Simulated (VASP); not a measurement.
# MnSi (F-43m) in VASP: further runs, part 2 of 2

VASP 6.6.1. Earlier steps stand in the parts before.

### 4 Single point, r2SCAN50, collinear spin, ferromagnetic start

This run uses another cell than the first one, of 16.14 Å³/atom.

POSCAR reads:

```
MnSi
1.0
    0.0000000000      2.5272246000      2.5272246000
    2.5272246000      0.0000000000      2.5272246000
    2.5272246000      2.5272246000      0.0000000000
Mn Si
1 1
Direct
    0.0000000000      0.0000000000      0.0000000000
    0.2500000000      0.2500000000      0.2500000000
```

INCAR.step1 reads:

```
  PREC = Accurate
  ENCUT = 520
  EDIFF = 1E-5
  ISMEAR = -1
  SIGMA = 0.05
  LREAL = False
  LASPH = True
  NELM = 150
  ALGO = Normal
  ISIF = 2
  LWAVE = True
  LCHARG = False
  ISPIN = 2
  MAGMOM = 4 0
  LORBIT = 11
  LMAXMIX = 4
  GGA = PE
  NBANDS = 20
```

INCAR.step2 reads:

```
  PREC = Accurate
  ENCUT = 520
  EDIFF = 1E-6
  ISMEAR = -1
  SIGMA = 0.05
  LREAL = False
  LASPH = True
  NELM = 150
  ALGO = Normal
  ISIF = 2
  LWAVE = False
  LCHARG = False
  ISPIN = 2
  MAGMOM = 4 0
  LORBIT = 11
  LMAXMIX = 4
  METAGGA = R2SCAN
  LHFCALC = True
  AEXX = 0.5
  LMIXTAU = True
  PRECFOCK = Normal
  ISTART = 1
  NBANDS = 20
```

KPOINTS reads:

```
Automatic mesh
0
Gamma
  5 5 5
```

Potentials or basis: VASP PAW PBE potentials, release 64 (Mn_pv, Si).

On the command line:

```bash
$ cat potpaw_PBE.64/Mn_pv/POTCAR potpaw_PBE.64/Si/POTCAR > POTCAR
$ cp INCAR.step1 INCAR
$ mpirun -np 1 vasp_std > vasp.out
$ cp INCAR.step2 INCAR
$ mpirun -np 1 vasp_std > vasp.out
```

OUTCAR:

```text
PREC = Accurate
   ENCUT = 520
   EDIFF = 1E-6
   ISMEAR = -1
   LREAL = False
   LASPH = True
   NELM = 150
   ISIF = 2
   ISPIN = 2
   LORBIT = 11
   METAGGA = R2SCAN
   LHFCALC = True
   AEXX = 0.5
   PRECFOCK = Normal
   ISTART = 1

 ion  position               nearest neighbor table
   1  0.000  0.000  0.000-   2 2.19   2 2.19   2 2.19   2 2.19
   2  0.250  0.250  0.250-   1 2.19   1 2.19   1 2.19   1 2.19

  LATTYP: Found a face centered cubic cell.
 ALAT       =     5.0544492000

  Lattice vectors:

 A1 = (   0.0000000000,   2.5272246000,   2.5272246000)
 A2 = (   2.5272246000,   0.0000000000,   2.5272246000)
 A3 = (   2.5272246000,   2.5272246000,   0.0000000000)

Analysis of symmetry for initial positions (statically):
=====================================================================
 Subroutine PRICEL returns:
 Original cell was already a primitive cell.

 Routine SETGRP: Setting up the symmetry group for a
 face centered cubic supercell.

 Subroutine GETGRP returns: Found 24 space group operations
 (whereof 24 operations were pure point group operations)
 out of a pool of 48 trial point group operations.

The static configuration has the point symmetry T_d .

Analysis of symmetry for dynamics (positions and initial velocities):
=====================================================================
 Subroutine PRICEL returns:
 Original cell was already a primitive cell.

 Routine SETGRP: Setting up the symmetry group for a
 face centered cubic supercell.

 Subroutine GETGRP returns: Found 24 space group operations
 (whereof 24 operations were pure point group operations)
 out of a pool of 48 trial point group operations.

The dynamic configuration has the point symmetry T_d .

Analysis of structural, dynamic, and magnetic symmetry:
=====================================================================
 Subroutine PRICEL returns:
 Original cell was already a primitive cell.

 Routine SETGRP: Setting up the symmetry group for a
 face centered cubic supercell.

 Subroutine GETGRP returns: Found 24 space group operations
 (whereof 24 operations were pure point group operations)
 out of a pool of 48 trial point group operations.

The overall configuration has the point symmetry T_d .

 Subroutine INISYM returns: Found 24 space group operations
 (whereof 24 operations are pure point group operations),
 and found     1 'primitive' translations

----------------------------------------------------------------------------------------

                                     Primitive cell

  volume of cell :      32.2821

  direct lattice vectors                    reciprocal lattice vectors
     0.000000000  2.527224600  2.527224600    -0.197845494  0.197845494  0.197845494
     2.527224600  0.000000000  2.527224600     0.197845494 -0.197845494  0.197845494
     2.527224600  2.527224600  0.000000000     0.197845494  0.197845494 -0.197845494

  length of vectors
     3.574035304  3.574035304  3.574035304     0.342678448  0.342678448  0.342678448

  position of ions in fractional coordinates (direct lattice)
     0.000000000  0.000000000  0.000000000
     0.250000000  0.250000000  0.250000000

  ion indices of the primitive-cell ions
   primitive index   ion index
                 1           1
                 2           2

[... 56 lines left out ...]
   EDIFF  = 0.1E-05   stopping-criterion for ELM
   LREAL  =      F    real-space projection
   EDIFFG = 0.1E-04   stopping-criterion for IOM
   NSW    =      0    number of steps for IOM
   IBRION =     -1    ionic relax: 0-MD 1-quasi-New 2-CG
   NFREE  =      0    steps in history (QN), initial steepest desc. (CG)
   ISIF   =      2    stress and relaxation
   ISYM   =      3    0-nonsym 1-usesym 2-fastsym
   POTIM  = 0.5000    time-step for ionic-motion
   TEBEG  =    0.0;   TEEND  =   0.0 temperature during run
   PSTRESS=    0.0 pullay stress
   NELECT =      17.0000    total number of electrons
   NUPDOWN=      -1.0000    fix difference up-down
   EMIN   =  10.00;   EMAX   =-10.00  energy-range for DOS
   EFERMI =   0.00;   METHOD = LEGACY
   ISMEAR =    -1;   SIGMA  =   0.05  broadening in eV -4-tet -1-fermi 0-gaus
   EFERMI_NEDOS =   21; number of points for ismear=-14 and -15
   IALGO  =     38    algorithm
   IMIX   =      1    mixing-type and parameters
     AMIX     =   0.40;   BMIX     =  1.00
     AMIX_MAG =   1.60;   BMIX_MAG =  1.00
  volume/ion in A,a.u.               =      16.14       108.93
  Fermi-wavevector in a.u.,A,eV,Ry     =   1.322018  2.498251 23.779324  1.747731
  Thomas-Fermi vector in A             =   2.451729
   LORBIT       =     11    0 simple, 1 ext, 2 COOP (PROOUT), +10 PAW based schemes
   METAGGA = R2SCAN    functional components
   LHFCALC =     T    Hartree Fock is set to
   PRECFOCK=normal    Normal, Fast or Accurate (Low or Medium for compatibility)
   ENCUT4O =  -1.0   cutoff for four orbital integrals eV
   NKREDX  =     1    reduce k-point grid by
   NKREDY  =     1    reduce k-point grid by
   NKREDZ  =     1    reduce k-point grid by
   AEXX    =    0.5000 exact exchange contribution
   HFSCREEN=    0.0000 screening length (either q_TF or 0.3 A-1)
   HFSCREENC=   0.0000 screening length for correlation (either q_TF or 0.3 A-1)
   ENCUTFOCK=  -1.0 apply spherical cutoff to Coloumb kernel
   IVDW    =     0    specifies the selected vdW correction
   LEPSILON=     F    determine dielectric tensor
   LRPA    =     F    only Hartree local field effects (RPA)
 spin polarized calculation
  energy-cutoff  :      520.00
  volume of cell :       32.28
 maximum number of plane-waves:       893
  NGX = 20; NGY = 20; NGZ = 20

 number of electron      17.0000013 magnetization       2.9997620

 Free energy of the ion-electron system (eV)
  ---------------------------------------------------
  ext. energy  EPLUGINS =         0.00000000
  ---------------------------------------------------
  free energy    TOTEN  =       -30.12906691 eV

  energy without entropy =      -30.12271493  energy(sigma->0) =      -30.12589092

 E-fermi :   6.0676     XC(G=0):  -6.3737

 val. band max:        6.0420116115   @ k =   0.4000   0.2000   0.0000
 cond. band min:       8.1426110974   @ k =   0.4000   0.4000   0.0000
 fundamental gap:      2.1005994859
 Fermi energy:         6.0675547493

 spin component 1

 k-point     1 :       0.0000    0.0000    0.0000
  band No.  band energies     occupation
      1     -53.9977      1.00000
      2     -53.9977      1.00000
      3     -53.9977      1.00000
      4      -6.9647      1.00000
      5      -1.6218      1.00000
      6      -1.6218      1.00000
[... 206 lines left out ...]
      6      -1.2868      1.00000
[... 12 lines left out ...]
     19      28.6891      0.00000
     20      30.4970      0.00000
 Fermi energy:         6.0675547493

 spin component 2

 k-point     1 :       0.0000    0.0000    0.0000
  band No.  band energies     occupation
      1     -46.2628      1.00000
      2     -46.2628      1.00000
      3     -46.2628      1.00000
      4      -8.0201      1.00000
      5       4.0762      1.00000
      6       4.0762      1.00000
[... 219 lines left out ...]
     19      28.9617      0.00000
     20      31.0958      0.00000

------------------------ aborting loop because EDIFF is reached ----------------------------------------

  FORCE on cell =-STRESS in cart. coord.  units (eV):
  Direction    XX          YY          ZZ          XY          YZ          ZX
  --------------------------------------------------------------------------------------
  -------------------------------------------------------------------------------------
  Total        8.4577657      8.4577657      8.4577657      0.0000000      0.0000000      0.0000000
  in kB      419.7635437    419.7635437    419.7635437      0.0000000      0.0000000      0.0000000
  external PRESSURE =     419.7635437 kB  Pullay stress =       0.0000000 kB

 VOLUME and BASIS-vectors are now :
 -----------------------------------------------------------------------------
  energy-cutoff  :      520.00
  volume of cell :       32.28
      direct lattice vectors                 reciprocal lattice vectors
     0.000000000  2.527224600  2.527224600    -0.197845494  0.197845494  0.197845494
     2.527224600  0.000000000  2.527224600     0.197845494 -0.197845494  0.197845494
     2.527224600  2.527224600  0.000000000     0.197845494  0.197845494 -0.197845494

 POSITION                                       TOTAL-FORCE (eV/Angst)
 -----------------------------------------------------------------------------------
      0.00000      0.00000      0.00000        -0.000000      0.000000      0.000000
      1.26361      1.26361      1.26361         0.000000     -0.000000     -0.000000
 -----------------------------------------------------------------------------------
    total drift:                                0.000001      0.000002      0.000002

  FREE ENERGIE OF THE ION-ELECTRON SYSTEM (eV)
  ---------------------------------------------------
  free  energy   TOTEN  =       -30.1290669113 eV

  energy  without entropy=      -30.1227149267  energy(sigma->0) =      -30.12589092

 total charge

# of ion       s       p       d       tot
------------------------------------------
    1        0.480   6.359   5.100  11.938
    2        0.897   1.118   0.000   2.015
--------------------------------------------------
tot          1.377   7.477   5.100  13.953

 magnetization (x)

# of ion       s       p       d       tot
------------------------------------------
    1        0.057  -0.058   3.791   3.791
    2       -0.067  -0.489   0.000  -0.555
--------------------------------------------------
tot         -0.009  -0.546   3.791   3.235
```

Run time: 45 min. Hardware: 1 thread of Intel Xeon Platinum 8259CL at 2.50GHz (Skylake/Cascade Lake), shared host; peak memory 0.2 GiB.

Results:

| Property | Result |
| --- | --- |
| Free energy | -30.1291 eV |
| Pressure | 42.0 GPa |
| Band gap on the k mesh | zero (filled and empty bands overlap) |
| Net moment | 3.00 μB per cell |
| Site moments | Mn +3.79; Si -0.56 μB |
| Valence electrons inside the program's atomic spheres | Mn 11.94; Si 2.02 |

Caveat: the k points lie up to 0.43 Å⁻¹ apart, too coarse for converged energies and pressures of a metal; the PAW data sets were made with another functional, which shifts forces and pressure a little.

### 5 Single point, PBE0, collinear spin, ferromagnetic start

This run uses another cell than the first one, of 16.14 Å³/atom.

POSCAR is that of step 4.

INCAR.step1 reads:

```
SYSTEM = MnSi
PREC = Accurate
ENCUT = 520
EDIFF = 1E-5
ISMEAR = -1
SIGMA = 0.05
LREAL = .False.
LASPH = .True.
NELM = 150
ALGO = Normal
ISIF = 2
LWAVE = .True.
LCHARG = .False.
ISPIN = 2
MAGMOM = 4 0
LORBIT = 11
LMAXMIX = 4
NBANDS = 20
GGA = PE
```

INCAR.step2 reads:

```
SYSTEM = MnSi
PREC = Accurate
ENCUT = 520
EDIFF = 1E-6
ISMEAR = -1
SIGMA = 0.05
LREAL = .False.
LASPH = .True.
NELM = 150
ALGO = Normal
ISIF = 2
LWAVE = .False.
LCHARG = .False.
ISPIN = 2
MAGMOM = 4 0
LORBIT = 11
LMAXMIX = 4
GGA = PE
LHFCALC = .True.
AEXX = 0.25
PRECFOCK = Normal
NBANDS = 20
ISTART = 1
```

KPOINTS reads:

```
regular mesh
0
Gamma
  5 5 5
  0 0 0
```

On the command line:

```bash
$ cat potpaw_PBE.64/Mn_pv/POTCAR potpaw_PBE.64/Si/POTCAR > POTCAR
$ cp INCAR.step1 INCAR
$ mpirun -np 1 vasp_std > vasp.out
$ cp INCAR.step2 INCAR
$ mpirun -np 1 vasp_std > vasp.out
```

Run time: 66 min. Hardware: 1 thread of Intel Xeon 8259CL, shared host; peak memory 0.19 GiB.

The run converged. Its results:

```yaml
Free_energy: -18.2346 eV
Pressure: 24.4 GPa
Net_moment: 2.33 μB per cell
Site_moments: Mn +2.91; Si -0.36 μB
Valence_electrons_inside_the_program's_atomic_spheres: Mn 12.00; Si 1.89
```

Levels at points of the mesh, in eV from the Fermi level:
Spin up:
| k point | band 6 | band 7 | band 8 | band 9 | band 10 | band 11 | band 12 | band 13 |
| --- | --- | --- | --- | --- | --- | --- | --- | --- |
| (0.00, 0.00, 0.00) | -5.13 | -5.13 | -4.42 | -4.42 | 8.05 | 8.05 | 8.05 | 9.05 |
Spin down:
```tsv
k point	band 3	band 4	band 5	band 6	band 7	band 8	band 9	band 10	band 11	band 12
(0.00, 0.00, 0.00)	-49.76	-12.40	-2.59	-2.59	-2.59	2.72	2.72	8.53	8.53	8.53
```

Caveat: the k points lie up to 0.43 Å⁻¹ apart; the PAW data sets were made with another functional, which shifts forces and pressure a little.

### 6 Summary

```tsv
level	cell	share of exact exchange	screening parameter	gap on the mesh (eV)	pressure (GPa)	moment (μB)
PBE-based screened hybrid with 25 % exact exchange	a = 4.028 Å, angles 60.0°, 2 atoms	0.25	0.3 1/Å	none	0.1	3.00
HSE06	a = 3.574 Å, angles 60.0°, 2 atoms	0.25	0.2079 1/Å	none	32.3	2.94
r2SCAN50	a = 3.574 Å, angles 60.0°, 2 atoms	0.5	-	none	42.0	3.00
PBE0	a = 3.574 Å, angles 60.0°, 2 atoms	0.25	-	none	24.4	2.33
```

Alike in all rows: task single point; potentials or basis VASP PAW PBE potentials, release 64 (Mn_pv, Si); spin collinear, ferromagnetic start; k mesh 5 × 5 × 5; cutoff (eV) 520; smearing fermi-dirac 0.05 eV.

Caveats: all runs use coarse meshes; the PAW data sets were made with another functional, which shifts forces and pressure a little.

Total energies depend on the potentials used, so only differences within one code and one set of settings carry meaning.
